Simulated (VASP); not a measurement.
# NaF in VASP: further runs

Runs on NaF. Level: PBE. Tasks: single point.

Program: VASP 6.6.1. These are calculated values, not measurements. Logs are shortened: lines on timing, memory, paths and dates and some standing lists are left out, and cuts for length are marked.

## (1) The cell of the first run

The structure is cubic, space group Fm-3m (No. 225). Conventional cell: a = 4.594 Å, b = 4.594 Å, c = 4.594 Å, α = 90.00°, β = 90.00°, γ = 90.00°. Within 3.0 Å of Na (site symmetry m-3m) lie 6 F at 2.30 Å. F (site symmetry m-3m) has 6 Na at 2.30 Å within 3.0 Å.

## (2) Single point, PBE

Contents of INCAR:

```
SYSTEM = NaF
  ALGO = Normal
  EDIFF = 1E-6
  ENCUT = 520
  GGA = PE
  ISIF = 2
  ISMEAR = 0
  LASPH = .True.
  LCHARG = .False.
  LREAL = .False.
  LWAVE = .False.
  NBANDS = 14
  NELM = 80
  PREC = Accurate
  SIGMA = 0.01
```

Contents of KPOINTS:

```
k-points
0
Gamma
  6 6 6
  0 0 0
```

Contents of POSCAR:

```
NaF
1.0
    0.0000000000      2.2971680800      2.2971680800
    2.2971680800      0.0000000000      2.2971680800
    2.2971680800      2.2971680800      0.0000000000
Na F
1 1
Direct
    0.0000000000      0.0000000000      0.0000000000
    0.5000000000      0.5000000000      0.5000000000
```

Potentials or basis: VASP PAW PBE potentials, release 64 (Na_pv, F).

On the command line:

```bash
> cat potpaw_PBE.64/Na_pv/POTCAR potpaw_PBE.64/F/POTCAR > POTCAR
> mpirun -np 1 vasp_std > vasp.out
```

OUTCAR:

```text
SYSTEM = NaF
   EDIFF = 1E-6
   ENCUT = 520
   GGA = PE
   ISIF = 2
   ISMEAR = 0
   LASPH = .True.
   LREAL = .False.
   NELM = 80
   PREC = Accurate

 ion  position               nearest neighbor table
   1  0.000  0.000  0.000-   2 2.30   2 2.30   2 2.30   2 2.30   2 2.30   2 2.30
   2  0.500  0.500  0.500-   1 2.30   1 2.30   1 2.30   1 2.30   1 2.30   1 2.30

  LATTYP: Found a face centered cubic cell.
 ALAT       =     4.5943361600

  Lattice vectors:

 A1 = (   0.0000000000,   2.2971680800,   2.2971680800)
 A2 = (   2.2971680800,   0.0000000000,   2.2971680800)
 A3 = (   2.2971680800,   2.2971680800,   0.0000000000)

Analysis of symmetry for initial positions (statically):
=====================================================================
 Subroutine PRICEL returns:
 Original cell was already a primitive cell.

 Routine SETGRP: Setting up the symmetry group for a
 face centered cubic supercell.

 Subroutine GETGRP returns: Found 48 space group operations
 (whereof 48 operations were pure point group operations)
 out of a pool of 48 trial point group operations.

The static configuration has the point symmetry O_h .

Analysis of symmetry for dynamics (positions and initial velocities):
=====================================================================
 Subroutine PRICEL returns:
 Original cell was already a primitive cell.

 Routine SETGRP: Setting up the symmetry group for a
 face centered cubic supercell.

 Subroutine GETGRP returns: Found 48 space group operations
 (whereof 48 operations were pure point group operations)
 out of a pool of 48 trial point group operations.

The dynamic configuration has the point symmetry O_h .

 Subroutine INISYM returns: Found 48 space group operations
 (whereof 48 operations are pure point group operations),
 and found     1 'primitive' translations

----------------------------------------------------------------------------------------

                                     Primitive cell

  volume of cell :      24.2442

  direct lattice vectors                    reciprocal lattice vectors
     0.000000000  2.297168080  2.297168080    -0.217659302  0.217659302  0.217659302
     2.297168080  0.000000000  2.297168080     0.217659302 -0.217659302  0.217659302
     2.297168080  2.297168080  0.000000000     0.217659302  0.217659302 -0.217659302

  length of vectors
     3.248686254  3.248686254  3.248686254     0.376996969  0.376996969  0.376996969

  position of ions in fractional coordinates (direct lattice)
     0.000000000  0.000000000  0.000000000
     0.500000000  0.500000000  0.500000000

  ion indices of the primitive-cell ions
   primitive index   ion index
                 1           1
                 2           2

----------------------------------------------------------------------------------------

 KPOINTS: k-points

Automatic generation of k-mesh.
 Grid dimensions read from file:
 generate k-points for:    6    6    6

 Generating k-lattice:

  Cartesian coordinates                     Fractional coordinates (reciprocal lattice)
    -0.036276550  0.036276550  0.036276550     0.166666667  0.000000000  0.000000000
     0.036276550 -0.036276550  0.036276550     0.000000000  0.166666667  0.000000000
     0.036276550  0.036276550 -0.036276550     0.000000000  0.000000000  0.166666667

  Length of vectors
     0.062832828  0.062832828  0.062832828

  Shift w.r.t. Gamma in fractional coordinates (k-lattice)
     0.000000000  0.000000000  0.000000000

 Subroutine IBZKPT returns following result:
 ===========================================

 Found     16 irreducible k-points:

 Following reciprocal coordinates:
            Coordinates               Weight
  0.000000  0.000000  0.000000      1.000000
  0.166667  0.000000  0.000000      8.000000
  0.333333  0.000000  0.000000      8.000000
  0.500000  0.000000  0.000000      4.000000
  0.166667  0.166667  0.000000      6.000000
  0.333333  0.166667  0.000000     24.000000
[... 8 lines left out ...]
 -0.333333  0.333333  0.166667     24.000000
 -0.333333  0.500000  0.166667     12.000000
   k-points           NKPTS =     16   k-points in BZ     NKDIM =     16   number of bands    NBANDS=     14
   number of dos      NEDOS =    301   number of ions     NIONS =      2
   total plane-waves  NPLWV =  13824
   dimension x,y,z NGX =    24 NGY =   24 NGZ =   24
   dimension x,y,z NGXF=    48 NGYF=   48 NGZF=   48
   ions per type =               1   1
   NGX,Y,Z   is equivalent  to a cutoff of  12.28, 12.28, 12.28 a.u.
   NGXF,Y,Z  is equivalent  to a cutoff of  24.56, 24.56, 24.56 a.u.
 SYSTEM =  NaF
   PREC   = accura    normal or accurate (medium, high low for compatibility)
   ISTART =      0    job   : 0-new  1-cont  2-samecut
   ICHARG =      2    charge: 1-file 2-atom 10-const
   ISPIN  =      1    spin polarized calculation?
   LNONCOLLINEAR =      F non collinear calculations
   LSORBIT =      F    spin-orbit coupling
   LASPH  =      T    aspherical Exc in radial PAW
   ENCUT  =  520.0 eV  38.22 Ry    6.18 a.u.   6.04  6.04  6.04*2*pi/ulx,y,z
   NELM   =     80;   NELMIN=  2; NELMDL= -5     # of ELM steps
   EDIFF  = 0.1E-05   stopping-criterion for ELM
   LREAL  =      F    real-space projection
   EDIFFG = 0.1E-04   stopping-criterion for IOM
   NSW    =      0    number of steps for IOM
   IBRION =     -1    ionic relax: 0-MD 1-quasi-New 2-CG
   NFREE  =      0    steps in history (QN), initial steepest desc. (CG)
   ISIF   =      2    stress and relaxation
   ISYM   =      2    0-nonsym 1-usesym 2-fastsym
   POTIM  = 0.5000    time-step for ionic-motion
   TEBEG  =    0.0;   TEEND  =   0.0 temperature during run
   PSTRESS=    0.0 pullay stress
   NELECT =      14.0000    total number of electrons
   NUPDOWN=      -1.0000    fix difference up-down
   EMIN   =  10.00;   EMAX   =-10.00  energy-range for DOS
   EFERMI =   0.00;   METHOD = LEGACY
   ISMEAR =     0;   SIGMA  =   0.01  broadening in eV -4-tet -1-fermi 0-gaus
   EFERMI_NEDOS =   21; number of points for ismear=-14 and -15
   IALGO  =     38    algorithm
   IMIX   =      4    mixing-type and parameters
     AMIX     =   0.40;   BMIX     =  1.00
     AMIX_MAG =   1.60;   BMIX_MAG =  1.00
  volume/ion in A,a.u.               =      12.12        81.80
  Fermi-wavevector in a.u.,A,eV,Ry     =   1.363269  2.576204 25.286442  1.858501
  Thomas-Fermi vector in A             =   2.489686
   LORBIT       =      0    0 simple, 1 ext, 2 COOP (PROOUT), +10 PAW based schemes
   GGA     = PE    functional components
   LHFCALC =     F    Hartree Fock is set to
   AEXX    =    0.0000 exact exchange contribution
   IVDW    =     0    specifies the selected vdW correction
   LEPSILON=     F    determine dielectric tensor
   LRPA    =     F    only Hartree local field effects (RPA)
 non-spin polarized calculation
 Gauss-broadening in eV      SIGMA  =   0.01
  energy-cutoff  :      520.00
  volume of cell :       24.24
 maximum number of plane-waves:       660
   NGX = 13   NGY = 13   NGZ = 13

 number of electron      13.9999992 magnetization

 Free energy of the ion-electron system (eV)
  ---------------------------------------------------
  ext. energy  EPLUGINS =         0.00000000
  ---------------------------------------------------
  free energy    TOTEN  =        -8.54956453 eV

  energy without entropy =       -8.54956453  energy(sigma->0) =       -8.54956453

 E-fermi :  -1.8044     XC(G=0):  -9.2791

 val. band max:       -1.9696246143   @ k =   0.0000   0.0000   0.0000
 cond. band min:       4.4710298823   @ k =   0.0000   0.0000   0.0000
 fundamental gap:      6.4406544966
 Fermi energy:        -1.8044345609

 k-point     1 :       0.0000    0.0000    0.0000
  band No.  band energies     occupation
      1     -21.1875      2.00000
      2     -20.8402      2.00000
      3     -20.8402      2.00000
      4     -20.8402      2.00000
      5      -1.9696      2.00000
      6      -1.9696      2.00000
      7      -1.9696      2.00000
      8       4.4710      0.00000
      9      17.1916      0.00000
     10      17.1916      0.00000
     11      17.1917      0.00000
     12      20.1069      0.00000
     13      22.3139      0.00000
     14      22.3139      0.00000

 k-point     2 :       0.1667    0.0000    0.0000
  band No.  band energies     occupation
      1     -21.4486      2.00000
      2     -20.8435      2.00000
      3     -20.8435      2.00000
      4     -20.5424      2.00000
      5      -2.4713      2.00000
      6      -2.0379      2.00000
      7      -2.0379      2.00000
      8       5.4145      0.00000
      9      14.7031      0.00000
     10      17.6139      0.00000
     11      17.6139      0.00000
     12      21.4933      0.00000
     13      21.4933      0.00000
     14      22.6229      0.00000

 k-point     3 :       0.3333    0.0000    0.0000
  band No.  band energies     occupation
      1     -21.7064      2.00000
      2     -20.8500      2.00000
      3     -20.8500      2.00000
      4     -20.2089      2.00000
      5      -3.2729      2.00000
      6      -2.1716      2.00000
      7      -2.1716      2.00000
      8       7.4228      0.00000
      9      12.2016      0.00000
     10      18.2886      0.00000
     11      18.2886      0.00000
     12      21.0181      0.00000
     13      21.0181      0.00000
     14      22.4728      0.00000

 k-point     4 :       0.5000    0.0000    0.0000
  band No.  band energies     occupation
      1     -21.7992      2.00000
      2     -20.8532      2.00000
      3     -20.8532      2.00000
      4     -20.0777      2.00000
      5      -3.6140      2.00000
      6      -2.2371      2.00000
      7      -2.2371      2.00000
      8       8.9725      0.00000
      9      10.7202      0.00000
     10      18.4227      0.00000
     11      18.4227      0.00000
     12      21.2596      0.00000
     13      21.2596      0.00000
     14      22.1358      0.00000

 k-point     5 :       0.1667    0.1667    0.0000
  band No.  band energies     occupation
      1     -21.4398      2.00000
      2     -20.8545      2.00000
      3     -20.8545      2.00000
      4     -20.5290      2.00000
      5      -2.5302      2.00000
      6      -2.0830      2.00000
      7      -2.0830      2.00000
      8       5.7036      0.00000
      9      14.4710      0.00000
     10      17.4602      0.00000
     11      17.4602      0.00000
[... 140 lines left out ...]
 k-point    14 :       0.5000    0.3333    0.1667
  band No.  band energies     occupation
      1     -21.5443      2.00000
      2     -20.9046      2.00000
      3     -20.8763      2.00000
      4     -20.3216      2.00000
      5      -3.1800      2.00000
      6      -2.5106      2.00000
      7      -2.3187      2.00000
      8       9.0104      0.00000
      9      11.9343      0.00000
     10      15.3051      0.00000
     11      17.1143      0.00000
     12      19.6647      0.00000
     13      22.6304      0.00000
     14      25.5137      0.00000

 k-point    15 :      -0.3333    0.3333    0.1667
  band No.  band energies     occupation
      1     -21.5203      2.00000
      2     -20.9225      2.00000
      3     -20.8967      2.00000
      4     -20.3079      2.00000
      5      -3.1403      2.00000
      6      -2.7216      2.00000
      7      -2.3986      2.00000
      8      10.6099      0.00000
      9      11.1354      0.00000
     10      14.4627      0.00000
     11      16.3389      0.00000
     12      20.9843      0.00000
     13      21.6958      0.00000
     14      26.3515      0.00000

 k-point    16 :      -0.3333    0.5000    0.1667
  band No.  band energies     occupation
      1     -21.3182      2.00000
      2     -20.9693      2.00000
      3     -20.9216      2.00000
      4     -20.4693      2.00000
      5      -3.0830      2.00000
      6      -2.6379      2.00000
      7      -2.5202      2.00000
      8      11.4126      0.00000
      9      11.4278      0.00000
     10      12.8931      0.00000
     11      16.0645      0.00000
     12      19.8189      0.00000
     13      24.4140      0.00000
     14      24.4810      0.00000

------------------------ aborting loop because EDIFF is reached ----------------------------------------

  FORCE on cell =-STRESS in cart. coord.  units (eV):
  Direction    XX          YY          ZZ          XY          YZ          ZX
  --------------------------------------------------------------------------------------
  -------------------------------------------------------------------------------------
  Total        0.5299153      0.5299153      0.5299153      0.0000000      0.0000000      0.0000000
  in kB       35.0194008     35.0194008     35.0194008      0.0000000      0.0000000      0.0000000
  external PRESSURE =      35.0194008 kB  Pullay stress =       0.0000000 kB

 VOLUME and BASIS-vectors are now :
 -----------------------------------------------------------------------------
  energy-cutoff  :      520.00
  volume of cell :       24.24
      direct lattice vectors                 reciprocal lattice vectors
     0.000000000  2.297168080  2.297168080    -0.217659302  0.217659302  0.217659302
     2.297168080  0.000000000  2.297168080     0.217659302 -0.217659302  0.217659302
     2.297168080  2.297168080  0.000000000     0.217659302  0.217659302 -0.217659302

 POSITION                                       TOTAL-FORCE (eV/Angst)
 -----------------------------------------------------------------------------------
      0.00000      0.00000      0.00000         0.000000     -0.000000     -0.000000
      2.29717      2.29717      2.29717         0.000000      0.000000      0.000000
 -----------------------------------------------------------------------------------
    total drift:                                0.000000     -0.000000      0.000000

  FREE ENERGIE OF THE ION-ELECTRON SYSTEM (eV)
  ---------------------------------------------------
  free  energy   TOTEN  =        -8.5495645294 eV

  energy  without entropy=       -8.5495645294  energy(sigma->0) =       -8.54956453
```

Wall time 8.4 s (1 thread of Intel Xeon Platinum 8259CL at 2.50GHz (Skylake/Cascade Lake), shared host); peak memory 0.12 GiB.

Results:

| Property | Result |
| --- | --- |
| Free energy | -8.5496 eV |
| Pressure | 3.5 GPa |
| Band gap on the k mesh | 6.44 eV, direct |

Levels at points of the mesh, in eV from the valence-band top:
```tsv
k point	band 3	band 4	band 5	band 6	band 7	band 8	band 9	band 10	band 11	band 12
(0.00, 0.00, 0.00)	-18.87	-18.87	0.00	0.00	0.00	6.44	19.16	19.16	19.16	22.08
(0.50, 0.00, 0.00)	-18.88	-18.11	-1.64	-0.27	-0.27	10.94	12.69	20.39	20.39	23.23
(0.50, 0.50, 0.00)	-18.93	-18.93	-1.31	-0.42	-0.42	13.37	13.39	13.86	20.11	20.11
```

A hybrid or GW would open this gap; PBE tends to underestimate it.

(Continued in part 2 of 3.)
